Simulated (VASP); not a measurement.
# BiTe (F-43m) in VASP: a series of runs, part 2 of 2

VASP 6.6.1. The steps go on from the part before.

## (5) Relaxation of cell and atoms, LDA, target pressure 5 GPa, at which the enthalpy is minimised

This run uses another cell than the first one, of 41.24 Å³/atom.

Input file INCAR:

```
SYSTEM = BiTe
ALGO = Normal
EDIFF = 1E-7
EDIFFG = -0.01
ENCUT = 500
GGA = CA
GGA_COMPAT = .FALSE.
IBRION = 2
ISIF = 3
ISMEAR = -1
LASPH = .TRUE.
LCHARG = .FALSE.
LREAL = .FALSE.
LWAVE = .FALSE.
NELM = 120
NELMIN = 4
NSW = 80
PREC = Accurate
PSTRESS = 50.0
SIGMA = 0.05
```

Input file KPOINTS:

```
k-points
0
G
  6 6 6
  0 0 0
```

Input file POSCAR:

```
BiTe
1.0
    0.0000000000      3.4550000000      3.4550000000
    3.4550000000      0.0000000000      3.4550000000
    3.4550000000      3.4550000000      0.0000000000
Bi Te
1 1
Direct
    0.0000000000      0.0000000000      0.0000000000
    0.2500000000      0.2500000000      0.2500000000
```

Potentials or basis: VASP PAW LDA potentials, release 64 (Bi_d, Te).

Command:

```console
> cat potpaw_LDA.64/Bi_d/POTCAR potpaw_LDA.64/Te/POTCAR > POTCAR
> mpirun -np 1 vasp_std > vasp.out
```

OUTCAR:

```text
SYSTEM = BiTe
   EDIFF = 1E-7
   EDIFFG = -0.01
   ENCUT = 500
   GGA = CA
   IBRION = 2
   ISIF = 3
   ISMEAR = -1
   LASPH = .TRUE.
   LREAL = .FALSE.
   NELM = 120
   NELMIN = 4
   NSW = 80
   PREC = Accurate
   PSTRESS = 50.0

 ion  position               nearest neighbor table
   1  0.000  0.000  0.000-   2 2.99   2 2.99   2 2.99   2 2.99
   2  0.250  0.250  0.250-   1 2.99   1 2.99   1 2.99   1 2.99

  LATTYP: Found a face centered cubic cell.
 ALAT       =     6.9100000000

  Lattice vectors:

 A1 = (   0.0000000000,   3.4550000000,   3.4550000000)
 A2 = (   3.4550000000,   0.0000000000,   3.4550000000)
 A3 = (   3.4550000000,   3.4550000000,   0.0000000000)

Analysis of symmetry for initial positions (statically):
=====================================================================
 Subroutine PRICEL returns:
 Original cell was already a primitive cell.

 Routine SETGRP: Setting up the symmetry group for a
 face centered cubic supercell.

 Subroutine GETGRP returns: Found 24 space group operations
 (whereof 24 operations were pure point group operations)
 out of a pool of 48 trial point group operations.

The static configuration has the point symmetry T_d .

Analysis of symmetry for dynamics (positions and initial velocities):
=====================================================================
[... 157 lines left out ...]
  Total        1.3091009      1.3091009      1.3091009      0.0000000      0.0000000      0.0000000
  in kB       25.4278451     25.4278451     25.4278451      0.0000000      0.0000000      0.0000000
  external PRESSURE =     -24.5721549 kB  Pullay stress =      50.0000000 kB
[... 25 lines left out ...]
--------------------------------------- Ionic step        2  -------------------------------------------

 number of electron      21.0000006 magnetization

 E-fermi :   5.8721     XC(G=0):  -9.0033

 val. band max:        5.6058202903   @ k =   0.5000   0.3333   0.1667
 cond. band min:       5.9113664880   @ k =   0.1667   0.0000   0.0000
 fundamental gap:      0.3055461977
 Fermi energy:         5.8721153095

 k-point     1 :       0.0000    0.0000    0.0000
  band No.  band energies     occupation
      1     -17.6854      2.00000
      2     -17.6854      2.00000
      3     -17.6854      2.00000
      4     -17.6455      2.00000
      5     -17.6455      2.00000
      6      -8.6500      2.00000
      7      -2.0512      2.00000
      8       2.6566      2.00000
      9       2.6566      2.00000
     10       2.6566      2.00000
     11       5.5131      1.99848
     12       5.5131      1.99848
     13       5.5131      1.99848
     14       8.6554      0.00000
[... 290 lines left out ...]
--------------------------------------- Ionic step        3  -------------------------------------------

 number of electron      20.9999998 magnetization

 Free energy of the ion-electron system (eV)
  ---------------------------------------------------
  ext. energy  EPLUGINS =         0.00000000
  ---------------------------------------------------
  free energy    TOTEN  =        -7.68967026 eV

  energy without entropy =       -7.68231300  energy(sigma->0) =       -7.68599163

 E-fermi :   5.3999     XC(G=0):  -8.8132

 val. band max:        5.1317620161   @ k =   0.5000   0.3333   0.1667
 cond. band min:       5.4455406030   @ k =   0.1667   0.0000   0.0000
 fundamental gap:      0.3137785869
 Fermi energy:         5.3998722457

 k-point     1 :       0.0000    0.0000    0.0000
  band No.  band energies     occupation
      1     -18.1193      2.00000
      2     -18.1193      2.00000
      3     -18.1193      2.00000
      4     -18.0864      2.00000
      5     -18.0864      2.00000
      6      -8.8276      2.00000
      7      -2.7261      2.00000
      8       2.2685      2.00000
      9       2.2685      2.00000
     10       2.2685      2.00000
     11       5.0696      1.99730
     12       5.0696      1.99730
     13       5.0696      1.99730
     14       8.1922      0.00000
[... 286 lines left out ...]
  energy  without entropy=       -7.6823130029  energy(sigma->0) =       -7.68599163

  enthalpy is  TOTEN    =        -5.2359358330 eV   P V=        2.4537344282

 reached required accuracy - stopping structural energy minimisation
```

Wall time 20 s (1 thread of Intel Xeon 6975P-C (Granite Rapids), shared host); peak memory 0.19 GiB.

What came out:

- Free energy: -7.6897 eV
- Relaxed volume: 39.31 Å³/atom
- Relaxed cell: a = 4.809 Å, b = 4.809 Å, c = 4.809 Å, α = 60.00°, β = 60.00°, γ = 60.00°
- Space group after relaxing (to 0.1 Å): F-43m (No. 216)
- Energy change on relaxing (the run minimises the enthalpy): +44.7 meV/atom
- Ionic steps: 3
- Pressure after relaxing: 5.0 GPa
- Band gap on the k mesh: zero (an odd number of electrons rules out a gap without spin polarisation)

Step by step:
| step | energy change (eV) | largest force (eV/Å) | pressure (GPa) | volume (Å³) |
| --- | --- | --- | --- | --- |
| 1 | 0.0000 | 0.0000 | 2.54 | 82.48 |
| 2 | 0.2259 | 0.0000 | 7.75 | 75.16 |
| 3 | 0.0894 | 0.0000 | 4.98 | 78.63 |

Final structure:
```
Bi Te
1.0
     0.00000    3.40026    3.40026
     3.40026    0.00000    3.40026
     3.40026    3.40026    0.00000
Bi Te
1 1
Direct
  0.00000 0.00000 0.00000
  0.25000 0.25000 0.25000
```

Levels at points of the mesh, in eV from the Fermi level:
| k point | band 7 | band 8 | band 9 | band 10 | band 11 | band 12 | band 13 | band 14 |
| --- | --- | --- | --- | --- | --- | --- | --- | --- |
| (0.00, 0.00, 0.00) | -8.13 | -3.13 | -3.13 | -3.13 | -0.33 | -0.33 | -0.33 | 2.79 |
| (0.50, 0.00, 0.00) | -10.60 | -3.92 | -3.92 | -3.79 | 0.75 | 0.75 | 2.96 | 4.61 |
| (0.50, 0.50, 0.00) | -11.80 | -4.80 | -4.80 | -2.07 | -1.32 | 3.44 | 3.44 | 4.86 |

Caveat: the cell is relaxed towards a set pressure, so the run minimises the enthalpy, not the energy; spin-orbit coupling is left out, which moves the levels of the heavy elements.

## (6) Relaxation of cell and atoms, LDA, target pressure 10 GPa, at which the enthalpy is minimised

This run uses another cell than the first one, of 41.24 Å³/atom.

Input file INCAR:

```
  PREC = Accurate
  ENCUT = 500
  EDIFF = 1E-7
  ISMEAR = -1
  SIGMA = 0.05
  LREAL = False
  LASPH = True
  NELM = 120
  ALGO = Normal
  ISIF = 3
  LWAVE = False
  LCHARG = False
  GGA = CA
  IBRION = 2
  NSW = 80
  EDIFFG = -0.01
  PSTRESS = 100.0
  GGA_COMPAT = False
  NELMIN = 4
```

Input file KPOINTS:

```
Automatic mesh
0
Gamma
  6 6 6
```

POSCAR is that of step 5.

Potentials or basis: VASP PAW LDA potentials, release 64 (Bi_d, Te).

Command:

```console
> cat potpaw_LDA.64/Bi_d/POTCAR potpaw_LDA.64/Te/POTCAR > POTCAR
> mpirun -np 1 vasp_std > vasp.out
```

Wall time 36 s (1 thread of Intel Xeon 6975P-C (Granite Rapids), shared host); peak memory 0.19 GiB.

Results (log left out):

* Free energy: -7.4239 eV
* Relaxed volume: 36.41 Å³/atom
* Relaxed cell: a = 4.687 Å, b = 4.687 Å, c = 4.687 Å, α = 60.00°, β = 60.00°, γ = 60.00°
* Space group after relaxing (to 0.1 Å): F-43m (No. 216)
* Energy change on relaxing (the run minimises the enthalpy): +177.6 meV/atom
* Ionic steps: 7
* Pressure after relaxing: 10.0 GPa
* Band gap on the k mesh: zero (an odd number of electrons rules out a gap without spin polarisation)

The path:
| step | energy change (eV) | largest force (eV/Å) | pressure (GPa) | volume (Å³) |
| --- | --- | --- | --- | --- |
| 1 | 0.0000 | 0.0000 | 2.54 | 82.48 |
| 2 | 1.5807 | 0.0000 | 27.22 | 61.63 |
| 3 | 0.3319 | 0.0000 | 9.61 | 73.20 |
| 4 | 0.3513 | 0.0000 | 9.94 | 72.88 |
| 5 | 0.3629 | 0.0000 | 10.14 | 72.70 |
| 6 | 0.3448 | 0.0000 | 9.83 | 72.99 |
| 7 | 0.3551 | 0.0000 | 10.01 | 72.82 |

Final structure:
```
CELL_PARAMETERS angstrom
0.00000 3.31444 3.31444
3.31444 0.00000 3.31444
3.31444 3.31444 0.00000
ATOMIC_POSITIONS crystal
Bi 0.00000 0.00000 0.00000
Te 0.25000 0.25000 0.25000
```

Levels at points of the mesh, in eV from the Fermi level:
```csv
k point,band 8,band 9,band 10,band 11,band 12,band 13
"(0.00, 0.00, 0.00)",-3.27,-3.27,-3.27,-0.38,-0.38,-0.38
"(0.50, 0.00, 0.00)",-4.15,-4.15,-3.90,0.76,0.76,3.33
"(0.50, 0.50, 0.00)",-5.13,-5.13,-2.13,-1.43,3.83,3.83
```

Caveat: the cell is relaxed towards a set pressure, so the run minimises the enthalpy, not the energy; spin-orbit coupling is left out, which moves the levels of the heavy elements.

## (7) Relaxation of cell and atoms, LDA, target pressure 20 GPa, at which the enthalpy is minimised

This run uses another cell than the first one, of 41.24 Å³/atom.

Input file INCAR:

```
SYSTEM = BiTe
PREC = Accurate
ENCUT = 500
EDIFF = 1E-7
ISMEAR = -1
SIGMA = 0.05
LREAL = .FALSE.
LASPH = .TRUE.
NELM = 120
ALGO = Normal
ISIF = 3
LWAVE = .FALSE.
LCHARG = .FALSE.
GGA = CA
IBRION = 2
NSW = 80
EDIFFG = -0.01
PSTRESS = 200.0
GGA_COMPAT = .FALSE.
NELMIN = 4
```

Input file KPOINTS:

```
Automatic mesh
0
G
  6 6 6
  0 0 0
```

POSCAR is that of step 6.

Command:

```console
> cat potpaw_LDA.64/Bi_d/POTCAR potpaw_LDA.64/Te/POTCAR > POTCAR
> mpirun -np 1 vasp_std > vasp.out
```

Wall time 37 s (1 thread of Intel Xeon 6975P-C (Granite Rapids), shared host); peak memory 0.2 GiB.

Results (log left out):

```
Free energy                                                : -6.7417 eV
Relaxed volume                                             : 32.67 Å³/atom
Relaxed cell                                               : a = 4.521 Å, b = 4.521 Å, c = 4.521 Å, α = 60.00°, β = 60.00°, γ = 60.00°
Space group after relaxing (to 0.1 Å)                      : F-43m (No. 216)
Energy change on relaxing (the run minimises the enthalpy) : +518.6 meV/atom
Ionic steps                                                : 5
Pressure after relaxing                                    : 20.0 GPa
Band gap on the k mesh                                     : zero (an odd number of electrons rules out a gap without spin polarisation)
```

The path:
| step | energy change (eV) | largest force (eV/Å) | pressure (GPa) | volume (Å³) |
| --- | --- | --- | --- | --- |
| 1 | 0.0000 | 0.0000 | 2.54 | 82.48 |
| 2 | 11.6464 | 0.0000 | 156.43 | 39.63 |
| 3 | 0.7417 | 0.0000 | 15.91 | 67.98 |
| 4 | 0.9155 | 0.0000 | 18.36 | 66.35 |
| 5 | 1.0373 | 0.0000 | 20.03 | 65.34 |

Final structure:
```yaml
crystal:
  lattice:
    - [0.00000, 3.19673, 3.19673]
    - [3.19673, 0.00000, 3.19673]
    - [3.19673, 3.19673, 0.00000]
  atoms:
    - { symbol: Bi, position: [0.00000, 0.00000, 0.00000] }
    - { symbol: Te, position: [0.25000, 0.25000, 0.25000] }
```

Levels at points of the mesh, in eV from the Fermi level:
```
           k point  band 8  band 9  band 10  band 11  band 12  band 13
(0.00, 0.00, 0.00)   -3.45   -3.45    -3.45    -0.45    -0.45    -0.45
(0.50, 0.00, 0.00)   -4.47   -4.47    -3.98     0.78     0.78     3.70
(0.50, 0.50, 0.00)   -5.61   -5.61    -2.22    -1.60     4.43     4.43
```

Caveat: the cell is relaxed towards a set pressure, so the run minimises the enthalpy, not the energy; the volume moved by over 15 % at a fixed basis, so the end points are rough; spin-orbit coupling is left out, which moves the levels of the heavy elements.

## (8) Summary

| task | cell | gap on the mesh (eV) | pressure (GPa) |
| --- | --- | --- | --- |
| single point | a = 4.805 Å, angles 60.0°, 2 atoms | none | 5.1 |
| single point | a = 4.985 Å, angles 60.0°, 2 atoms | none | 0.1 |
| relaxation of cell and atoms | relaxed from a = 4.886 Å, angles 60.0°, 2 atoms | none | 0.0 |
| relaxation of cell and atoms | relaxed to 5 GPa from a = 4.886 Å, angles 60.0°, 2 atoms | none | 5.0 |
| relaxation of cell and atoms | relaxed to 10 GPa from a = 4.886 Å, angles 60.0°, 2 atoms | none | 10.0 |
| relaxation of cell and atoms | relaxed to 20 GPa from a = 4.886 Å, angles 60.0°, 2 atoms | none | 20.0 |

Alike in all rows: level LDA; potentials or basis VASP PAW LDA potentials, release 64 (Bi_d, Te); no spin polarisation; k mesh 6 × 6 × 6; cutoff (eV) 500; smearing fermi-dirac 0.05 eV.

Caveats: spin-orbit coupling is left out, which moves the levels of the heavy elements; the cell is relaxed towards a set pressure, so the run minimises the enthalpy, not the energy (at least some runs); the cell stands under pressure (at least some runs); the volume moved by over 15 % at a fixed basis, so the end points are rough (at least some runs).

Total energies depend on the potentials used, so only differences within one code and one set of settings carry meaning.

The gap in the log of VASP goes by the Fermi energy; the results here count the filled bands.